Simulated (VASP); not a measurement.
# InSb (I-4m2) in VASP: settings compared

Aim: see how the results for InSb move with the level of theory and the settings. Levels: r2SCAN, HSE06. Tasks: single point.

All numbers are computed with VASP 6.6.1; they aren't measurements. Logs are shortened: lines on timing, memory, paths and dates and some standing lists are left out, and cuts for length are marked.

## Step 1: The cell of the first run

The structure is tetragonal, space group I-4m2 (No. 119). The conventional cell has a = 4.499 Å, b = 4.499 Å, c = 6.751 Å, α = 90.00°, β = 90.00°, γ = 90.00°. In (site symmetry -4m2) has 4 Sb at 2.81 Å within 3.7 Å. Sb (site symmetry -4m2) has 4 In at 2.81 Å within 3.7 Å.

## Step 2: Single point, r2SCAN, non-collinear spin, zero start, spin-orbit coupling (epitaxial xy strain -3.0%)

Input file POSCAR:

```
InSb
1.0
    0.0000000000      3.1811276270      3.3754891042
    3.1811276270      0.0000000000      3.3754891042
    3.1811276270      3.1811276270      0.0000000000
In Sb
1 1
Direct
    0.0000000000      0.0000000000      0.0000000000
    0.2500000000      0.2500000000      0.2500000000
```

Input file INCAR.step1:

```
SYSTEM = InSb
ALGO = Normal
EDIFF = 1E-4
ENCUT = 520
GGA = PE
GGA_COMPAT = .FALSE.
ISMEAR = -1
LASPH = .TRUE.
LCHARG = .FALSE.
LNONCOLLINEAR = .TRUE.
LREAL = .FALSE.
LSORBIT = .TRUE.
LWAVE = .TRUE.
MAGMOM = 0 0 0 0 0 0
NBANDS = 30
NELM = 150
PREC = Accurate
SIGMA = 0.02
```

Input file INCAR.step2:

```
SYSTEM = InSb
ALGO = Normal
EDIFF = 1E-6
ENCUT = 520
GGA_COMPAT = .FALSE.
ISIF = 2
ISMEAR = -1
ISTART = 1
LASPH = .TRUE.
LCHARG = .TRUE.
LMIXTAU = .TRUE.
LNONCOLLINEAR = .TRUE.
LORBIT = 11
LORBMOM = .TRUE.
LREAL = .FALSE.
LSORBIT = .TRUE.
LVHAR = .TRUE.
LWAVE = .FALSE.
MAGMOM = 0 0 0 0 0 0
METAGGA = R2SCAN
NBANDS = 30
NELM = 150
PREC = Accurate
SIGMA = 0.02
```

Input file KPOINTS:

```
k-points
0
G
  6 6 6
  0 0 0
```

Potentials or basis: VASP PAW PBE potentials, release 64 (In_d, Sb).

On the command line:

```console
$ cat potpaw_PBE.64/In_d/POTCAR potpaw_PBE.64/Sb/POTCAR > POTCAR
$ cp INCAR.step1 INCAR
$ mpirun -np 1 vasp_ncl > vasp.out
$ cp INCAR.step2 INCAR
$ mpirun -np 1 vasp_ncl > vasp.out
```

OUTCAR:

```text
SYSTEM = InSb
   EDIFF = 1E-6
   ENCUT = 520
   ISIF = 2
   ISMEAR = -1
   ISTART = 1
   LASPH = .TRUE.
   LNONCOLLINEAR = .TRUE.
   LORBIT = 11
   LREAL = .FALSE.
   LSORBIT = .TRUE.
   METAGGA = R2SCAN
   NELM = 150
   PREC = Accurate

 ion  position               nearest neighbor table
   1  0.000  0.000  0.000-   2 2.81   2 2.81   2 2.81   2 2.81
   2  0.250  0.250  0.250-   1 2.81   1 2.81   1 2.81   1 2.81

  LATTYP: Found a body centered tetragonal cell.
 ALAT       =     4.4987938337
 C/A-ratio  =     1.5006196011

  Lattice vectors:

 A1 = (  -3.1811276270,   0.0000000000,   3.3754891042)
 A2 = (   3.1811276270,   0.0000000000,   3.3754891042)
 A3 = (   0.0000000000,   3.1811276270,  -3.3754891042)

Analysis of symmetry for initial positions (statically):
=====================================================================
 Subroutine PRICEL returns:
 Original cell was already a primitive cell.

 Routine SETGRP: Setting up the symmetry group for a
 body centered tetragonal supercell.

 Subroutine GETGRP returns: Found  8 space group operations
 (whereof  8 operations were pure point group operations)
 out of a pool of 16 trial point group operations.

The static configuration has the point symmetry D_2d.

Analysis of symmetry for dynamics (positions and initial velocities):
=====================================================================
 Subroutine PRICEL returns:
 Original cell was already a primitive cell.

 Routine SETGRP: Setting up the symmetry group for a
 body centered tetragonal supercell.

 Subroutine GETGRP returns: Found  8 space group operations
 (whereof  8 operations were pure point group operations)
 out of a pool of 16 trial point group operations.

The dynamic configuration has the point symmetry D_2d.

Analysis of structural, dynamic, and magnetic symmetry:
=====================================================================
 Subroutine PRICEL returns:
 Original cell was already a primitive cell.

 Routine SETGRP: Setting up the symmetry group for a
 body centered tetragonal supercell.

 Subroutine GETGRP returns: Found  8 space group operations
 (whereof  8 operations were pure point group operations)
 out of a pool of 16 trial point group operations.

The overall configuration has the point symmetry D_2d.

 Subroutine INISYM returns: Found  8 space group operations
 (whereof  8 operations are pure point group operations),
 and found     1 'primitive' translations

----------------------------------------------------------------------------------------

                                     Primitive cell

  volume of cell :      68.3170

  direct lattice vectors                    reciprocal lattice vectors
     0.000000000  3.181127627  3.375489104    -0.157176969  0.157176969  0.148126682
     3.181127627  0.000000000  3.375489104     0.157176969 -0.157176969  0.148126682
     3.181127627  3.181127627  0.000000000     0.157176969  0.157176969 -0.148126682

  length of vectors
     4.638264726  4.638264726  4.498793834     0.267115543  0.267115543  0.267115543

  position of ions in fractional coordinates (direct lattice)
     0.000000000  0.000000000  0.000000000
     0.250000000  0.250000000  0.250000000

  ion indices of the primitive-cell ions
   primitive index   ion index
                 1           1
                 2           2

----------------------------------------------------------------------------------------

 KPOINTS: k-points

Automatic generation of k-mesh.
 Grid dimensions read from file:
 generate k-points for:    6    6    6

 Generating k-lattice:

  Cartesian coordinates                     Fractional coordinates (reciprocal lattice)
    -0.026196162  0.026196162  0.024687780     0.166666667 -0.000000000  0.000000000
     0.026196162 -0.026196162  0.024687780    -0.000000000  0.166666667  0.000000000
[... 88 lines left out ...]
   LRPA    =     F    only Hartree local field effects (RPA)
  energy-cutoff  :      520.00
  volume of cell :       68.32
 maximum number of plane-waves:      3714
 NGX is ok and might be reduce to    36
   NGX = 17   NGY = 17   NGZ = 17

 number of electron      17.9999996 magnetization       0.0000000     -0.0000000     -0.0000000

 number of electron      17.9999996 magnetization       0.0000000     -0.0000000      0.0000000

 Free energy of the ion-electron system (eV)
  ---------------------------------------------------
  ext. energy  EPLUGINS =         0.00000000
  ---------------------------------------------------
  free energy    TOTEN  =       -48.81777690 eV

  energy without entropy =      -48.81773533  energy(sigma->0) =      -48.81775611

 E-fermi :   5.1436     XC(G=0):  -9.2200

 val. band max:        5.0639596333   @ k =   0.0000   0.0000   0.0000
 cond. band min:       5.2191770326   @ k =   0.0000   0.0000   0.0000
 fundamental gap:      0.1552173993
 Fermi energy:         5.1435893788

 k-point     1 :       0.0000    0.0000    0.0000
  band No.  band energies     occupation
      1     -10.6888      1.00000
      2     -10.6888      1.00000
      3     -10.6803      1.00000
      4     -10.6803      1.00000
      5      -9.8751      1.00000
      6      -9.8751      1.00000
[... 781 lines left out ...]
     29      14.3402      0.00000
     30      14.3870      0.00000

 [... further k-points ...]
[... 5 lines left out ...]
  --------------------------------------------------------------------------------------
  -------------------------------------------------------------------------------------
  Total        0.9117743      0.9117743      0.0845611      0.0000000     -0.0000000      0.0000000
  in kB       21.3830208     21.3830208      1.9831350      0.0000000     -0.0000000      0.0000000
  external PRESSURE =      14.9163922 kB  Pullay stress =       0.0000000 kB

 VOLUME and BASIS-vectors are now :
 -----------------------------------------------------------------------------
  energy-cutoff  :      520.00
  volume of cell :       68.32
      direct lattice vectors                 reciprocal lattice vectors
     0.000000000  3.181127627  3.375489104    -0.157176969  0.157176969  0.148126682
     3.181127627  0.000000000  3.375489104     0.157176969 -0.157176969  0.148126682
     3.181127627  3.181127627  0.000000000     0.157176969  0.157176969 -0.148126682

 POSITION                                       TOTAL-FORCE (eV/Angst)
 -----------------------------------------------------------------------------------
      0.00000      0.00000      0.00000        -0.000000      0.000000      0.000000
      1.59056      1.59056      1.68774         0.000000     -0.000000     -0.000000
 -----------------------------------------------------------------------------------
    total drift:                               -0.000000     -0.000000      0.000000

  FREE ENERGIE OF THE ION-ELECTRON SYSTEM (eV)
  ---------------------------------------------------
  free  energy   TOTEN  =       -48.8177769023 eV

  energy  without entropy=      -48.8177353258  energy(sigma->0) =      -48.81775611

 orbital moment (x)

 # of ion     p       d       tot
 ----------------------------------------
  1        -0.000  -0.000  -0.000
  2         0.000  -0.000   0.000
 ----------------------------------------
           -0.000  -0.000  -0.000

 orbital moment (y)

 # of ion     p       d       tot
 ----------------------------------------
  1         0.000   0.000   0.000
  2        -0.000   0.000  -0.000
 ----------------------------------------
           -0.000   0.000   0.000

 orbital moment (z)

 # of ion     p       d       tot
 ----------------------------------------
  1         0.000   0.000   0.000
  2         0.000   0.000   0.000
 ----------------------------------------
            0.000   0.000   0.000

 Spin-Orbit-Coupling matrix elements

 Ion:    1  E_soc:     -0.0714365
 l=   1
     0.0000000    -0.0056415    -0.0058142
    -0.0056415     0.0000000    -0.0056415
    -0.0058142    -0.0056415     0.0000000
 l=   2
     0.0000000    -0.0012435     0.0000000    -0.0012435    -0.0049791
    -0.0012435     0.0000000    -0.0037336    -0.0012051    -0.0012414
     0.0000000    -0.0037336     0.0000000    -0.0037336     0.0000000
    -0.0012435    -0.0012051    -0.0037336     0.0000000    -0.0012414
    -0.0049791    -0.0012414     0.0000000    -0.0012414     0.0000000
 l=   3
     0.0000000     0.0000000     0.0000000     0.0000000     0.0000000     0.0000000     0.0000000
     0.0000000     0.0000000     0.0000000     0.0000000     0.0000000     0.0000000     0.0000000
     0.0000000     0.0000000     0.0000000     0.0000000     0.0000000     0.0000000     0.0000000
     0.0000000     0.0000000     0.0000000     0.0000000     0.0000000     0.0000000     0.0000000
     0.0000000     0.0000000     0.0000000     0.0000000     0.0000000     0.0000000     0.0000000
     0.0000000     0.0000000     0.0000000     0.0000000     0.0000000     0.0000000     0.0000000
     0.0000000     0.0000000     0.0000000     0.0000000     0.0000000     0.0000000     0.0000000

 Ion:    2  E_soc:     -0.1215826
 l=   1
     0.0000000    -0.0197104    -0.0211029
    -0.0197104     0.0000000    -0.0197104
    -0.0211029    -0.0197104     0.0000000
 l=   2
     0.0000000    -0.0000349     0.0000000    -0.0000349    -0.0000545
    -0.0000349     0.0000000    -0.0000413    -0.0000357    -0.0000126
     0.0000000    -0.0000413     0.0000000    -0.0000413     0.0000000
    -0.0000349    -0.0000357    -0.0000413     0.0000000    -0.0000126
    -0.0000545    -0.0000126     0.0000000    -0.0000126     0.0000000
 l=   3
     0.0000000     0.0000000     0.0000000     0.0000000     0.0000000     0.0000000     0.0000000
     0.0000000     0.0000000     0.0000000     0.0000000     0.0000000     0.0000000     0.0000000
     0.0000000     0.0000000     0.0000000     0.0000000     0.0000000     0.0000000     0.0000000
     0.0000000     0.0000000     0.0000000     0.0000000     0.0000000     0.0000000     0.0000000
     0.0000000     0.0000000     0.0000000     0.0000000     0.0000000     0.0000000     0.0000000
     0.0000000     0.0000000     0.0000000     0.0000000     0.0000000     0.0000000     0.0000000
     0.0000000     0.0000000     0.0000000     0.0000000     0.0000000     0.0000000     0.0000000

 total charge

# of ion       s       p       d       tot
------------------------------------------
    1        0.859   0.747   9.865  11.470
    2        1.110   1.361   0.020   2.491
--------------------------------------------------
tot          1.969   2.107   9.885  13.962

 magnetization (x)

# of ion       s       p       d       tot
------------------------------------------
    1       -0.000  -0.000  -0.000  -0.000
    2        0.000   0.000   0.000   0.000
--------------------------------------------------
tot         -0.000  -0.000  -0.000  -0.000

 magnetization (y)

# of ion       s       p       d       tot
------------------------------------------
    1        0.000   0.000   0.000   0.000
    2        0.000   0.000   0.000   0.000
--------------------------------------------------
tot          0.000   0.000   0.000   0.000

 magnetization (z)

# of ion       s       p       d       tot
------------------------------------------
    1        0.000   0.000   0.000   0.000
    2       -0.000   0.000  -0.000  -0.000
--------------------------------------------------
tot         -0.000   0.000  -0.000   0.000
```

It took 6.8 min on 1 thread of Intel Xeon 6975P-C (Granite Rapids), shared host; peak memory 0.52 GiB.

Results:

| Property | Result |
| --- | --- |
| Free energy | -48.8178 eV |
| Pressure | 1.5 GPa |
| Net moment | 0.00 μB per cell |
| Valence electrons inside the program's atomic spheres | In 11.47; Sb 2.49 |

Stress tensor (GPa, compression positive):
```
2.14 0.00 0.00
0.00 2.14 0.00
0.00 0.00 0.20
```

Moments on the atoms (μB; x, y, z):
```
In  0.00 0.00 0.00
Sb  0.00 0.00 0.00
```

Caveat: the cell differs from its parent crystal (epitaxial xy strain -3.0%); the PAW data sets were made with another functional, which shifts forces and pressure a little.

## Step 3: Single point, HSE06 (epitaxial xy strain +4.0%)

Input file POSCAR:

```
InSb
1.0
    0.0000000000      3.4106935382      3.1350086262
    3.4106935382      0.0000000000      3.1350086262
    3.4106935382      3.4106935382      0.0000000000
In Sb
1 1
Direct
    0.0000000000      0.0000000000      0.0000000000
    0.2500000000      0.2500000000      0.2500000000
```

Input file INCAR.step1:

```
SYSTEM = InSb
PREC = Accurate ; ENCUT = 520
EDIFF = 1E-5 ; ISMEAR = -1
SIGMA = 0.02 ; LREAL = .FALSE.
LASPH = .TRUE. ; NELM = 100
ALGO = Normal ; ISIF = 2
LWAVE = .TRUE. ; LCHARG = .FALSE.
NBANDS = 16 ; GGA = PE
```

Input file INCAR.step2:

```
SYSTEM = InSb
PREC = Accurate ; ENCUT = 520
EDIFF = 1E-7 ; ISMEAR = -1
SIGMA = 0.02 ; LREAL = .FALSE.
LASPH = .TRUE. ; NELM = 100
ALGO = Normal ; ISIF = 2
LWAVE = .FALSE. ; LCHARG = .FALSE.
GGA = PE ; LHFCALC = .TRUE.
HFSCREEN = 0.2079 ; PRECFOCK = Normal
NBANDS = 16 ; ISTART = 1
```

Input file KPOINTS:

```
Automatic mesh
0
G
  4 4 4
  0 0 0
```

Potentials or basis: VASP PAW PBE potentials, release 64 (In_d, Sb).

On the command line:

```console
$ cat potpaw_PBE.64/In_d/POTCAR potpaw_PBE.64/Sb/POTCAR > POTCAR
$ cp INCAR.step1 INCAR
$ mpirun -np 1 vasp_std > vasp.out
$ cp INCAR.step2 INCAR
$ mpirun -np 1 vasp_std > vasp.out
```

OUTCAR:

```text
SYSTEM = InSb
   PREC = Accurate
   ENCUT = 520
   EDIFF = 1E-7
   ISMEAR = -1
   LREAL = .FALSE.
   LASPH = .TRUE.
   NELM = 100
   ISIF = 2
   GGA = PE
   LHFCALC = .TRUE.
   HFSCREEN = 0.2079
   PRECFOCK = Normal
   ISTART = 1

 ion  position               nearest neighbor table
   1  0.000  0.000  0.000-   2 2.88   2 2.88   2 2.88   2 2.88
   2  0.250  0.250  0.250-   1 2.88   1 2.88   1 2.88   1 2.88

  LATTYP: Found a body centered tetragonal cell.
 ALAT       =     4.8234490588
 C/A-ratio  =     1.2999032800

  Lattice vectors:

 A1 = (   0.0000000000,  -3.4106935382,  -3.1350086262)
 A2 = (   0.0000000000,   3.4106935382,  -3.1350086262)
 A3 = (   3.4106935382,   0.0000000000,   3.1350086262)

Analysis of symmetry for initial positions (statically):
=====================================================================
 Subroutine PRICEL returns:
 Original cell was already a primitive cell.

 Routine SETGRP: Setting up the symmetry group for a
 body centered tetragonal supercell.

 Subroutine GETGRP returns: Found  8 space group operations
 (whereof  8 operations were pure point group operations)
 out of a pool of 16 trial point group operations.

The static configuration has the point symmetry D_2d.

Analysis of symmetry for dynamics (positions and initial velocities):
=====================================================================
 Subroutine PRICEL returns:
 Original cell was already a primitive cell.

 Routine SETGRP: Setting up the symmetry group for a
 body centered tetragonal supercell.

 Subroutine GETGRP returns: Found  8 space group operations
 (whereof  8 operations were pure point group operations)
[... 111 lines left out ...]
  volume/ion in A,a.u.               =      36.47       246.11
  Fermi-wavevector in a.u.,A,eV,Ry     =   1.026867  1.940498 14.346749  1.054456
  Thomas-Fermi vector in A             =   2.160782
   LORBIT       =      0    0 simple, 1 ext, 2 COOP (PROOUT), +10 PAW based schemes
   GGA     = PE    functional components
   LHFCALC =     T    Hartree Fock is set to
   PRECFOCK=normal    Normal, Fast or Accurate (Low or Medium for compatibility)
   ENCUT4O =  -1.0   cutoff for four orbital integrals eV
   NKREDX  =     1    reduce k-point grid by
   NKREDY  =     1    reduce k-point grid by
   NKREDZ  =     1    reduce k-point grid by
   AEXX    =    0.2500 exact exchange contribution
   HFSCREEN=    0.2079 screening length (either q_TF or 0.3 A-1)
   HFSCREENC=   0.2079 screening length for correlation (either q_TF or 0.3 A-1)
   ENCUTFOCK=  -1.0 apply spherical cutoff to Coloumb kernel
   IVDW    =     0    specifies the selected vdW correction
   LEPSILON=     F    determine dielectric tensor
   LRPA    =     F    only Hartree local field effects (RPA)
 non-spin polarized calculation
  energy-cutoff  :      520.00
  volume of cell :       72.94
 maximum number of plane-waves:      1992
 NGX is ok and might be reduce to    36
  NGX = 28; NGY = 28; NGZ = 28

 number of electron      18.0000004 magnetization

 Free energy of the ion-electron system (eV)
  ---------------------------------------------------
  ext. energy  EPLUGINS =         0.00000000
  ---------------------------------------------------
  free energy    TOTEN  =        -8.29408704 eV

  energy without entropy =       -8.29407956  energy(sigma->0) =       -8.29408330

 E-fermi :   4.1621     XC(G=0):  -7.0219

 val. band max:        4.0175169307   @ k =   0.0000   0.0000   0.0000
 cond. band min:       4.3066672918   @ k =   0.0000   0.0000   0.0000
 fundamental gap:      0.2891503612
 Fermi energy:         4.1621214617

 k-point     1 :       0.0000    0.0000    0.0000
  band No.  band energies     occupation
      1     -12.2562      2.00000
      2     -12.2562      2.00000
      3     -12.2368      2.00000
      4     -12.1904      2.00000
      5     -12.1690      2.00000
      6      -7.2317      2.00000
[... 224 lines left out ...]
      3     -12.2138      2.00000
      4     -12.1900      2.00000
      5     -12.1720      2.00000
      6      -5.3313      2.00000
[... 8 lines left out ...]
     15      13.7212      0.00000
     16      14.5836      0.00000

------------------------ aborting loop because EDIFF is reached ----------------------------------------

  FORCE on cell =-STRESS in cart. coord.  units (eV):
  Direction    XX          YY          ZZ          XY          YZ          ZX
  --------------------------------------------------------------------------------------
  -------------------------------------------------------------------------------------
  Total       -1.0343195     -1.0343195     -0.0458450      0.0000000      0.0000000      0.0000000
  in kB      -22.7201494    -22.7201494     -1.0070441      0.0000000      0.0000000      0.0000000
  external PRESSURE =     -15.4824476 kB  Pullay stress =       0.0000000 kB

 VOLUME and BASIS-vectors are now :
 -----------------------------------------------------------------------------
  energy-cutoff  :      520.00
  volume of cell :       72.94
      direct lattice vectors                 reciprocal lattice vectors
     0.000000000  3.410693538  3.135008626    -0.146597750  0.146597750  0.159489194
     3.410693538  0.000000000  3.135008626     0.146597750 -0.146597750  0.159489194
     3.410693538  3.410693538  0.000000000     0.146597750  0.146597750 -0.159489194

 POSITION                                       TOTAL-FORCE (eV/Angst)
 -----------------------------------------------------------------------------------
      0.00000      0.00000      0.00000        -0.000000     -0.000000      0.000000
      1.70535      1.70535      1.56750         0.000000      0.000000      0.000000
 -----------------------------------------------------------------------------------
    total drift:                                0.000000      0.000000     -0.000000

  FREE ENERGIE OF THE ION-ELECTRON SYSTEM (eV)
  ---------------------------------------------------
  free  energy   TOTEN  =        -8.2940870374 eV

  energy  without entropy=       -8.2940795612  energy(sigma->0) =       -8.29408330
```

It took 17 min on 1 thread of Intel Xeon 6975P-C (Granite Rapids), shared host; peak memory 0.32 GiB.

Results:

* Free energy: -8.2941 eV
* Pressure: -1.5 GPa
* Band gap on the k mesh: 0.29 eV

Stress tensor (GPa, compression positive):
```
-2.27  0.00  0.00
 0.00 -2.27  0.00
 0.00  0.00 -0.10
```

Caveat: the cell differs from its parent crystal (epitaxial xy strain +4.0%); the PAW data sets were made with another functional, which shifts forces and pressure a little; spin-orbit coupling is left out, which moves the levels of the heavy elements.
